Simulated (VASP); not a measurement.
Set up this calculation in VASP 6.6.1, as the native input.

| Item | Value |
| --- | --- |
| Task | single point |
| Functional | PBE |
| Potentials or basis | VASP PAW PBE potentials, release 64 (Tl_d) |
| Cutoff | 520 eV |
| k mesh | 12 × 12 × 12 |
| Occupations | fermi-dirac, width 0.08 eV |
| Spin | no spin polarisation |
| Dipole correction | no |
| Further INCAR settings | ALGO = Normal; EDIFF = 1e-06; NBANDS = 12 |

The structure of Tl lies in POSCAR:

```
Tl
1.0
    3.1393884660      0.0000000000      0.0000000000
    0.0000000000      3.1393884660      0.0000000000
    0.0000000000      0.0000000000      3.1393884660
Tl
1
Direct
    0.0000000000      0.0000000000      0.0000000000
```

This cell differs from its parent crystal: volume scaled by 0.9.

One way to write it, as run:

INCAR

```
SYSTEM = Tl
PREC = Accurate
ENCUT = 520
EDIFF = 1E-6
ISMEAR = -1
SIGMA = 0.08
LREAL = .False.
LASPH = .True.
NELM = 80
ALGO = Normal
ISIF = 2
LWAVE = .False.
LCHARG = .False.
GGA = PE
NBANDS = 12
```

KPOINTS

```
Automatic mesh
0
Gamma
  12 12 12
  0 0 0
```

Potentials or basis: VASP PAW PBE potentials, release 64 (Tl_d).

The run is started by

```bash
$ cat potpaw_PBE.64/Tl_d/POTCAR > POTCAR
$ mpirun -np 1 vasp_std > vasp.out
```

Results of the run:

| Property | Result |
| --- | --- |
| Pressure | 3.0 GPa |

Run time: 7 s on 1 thread of Intel(R) Xeon(R) 6975P-C (Granite Rapids) (shared host), peak memory 0.15 GiB.
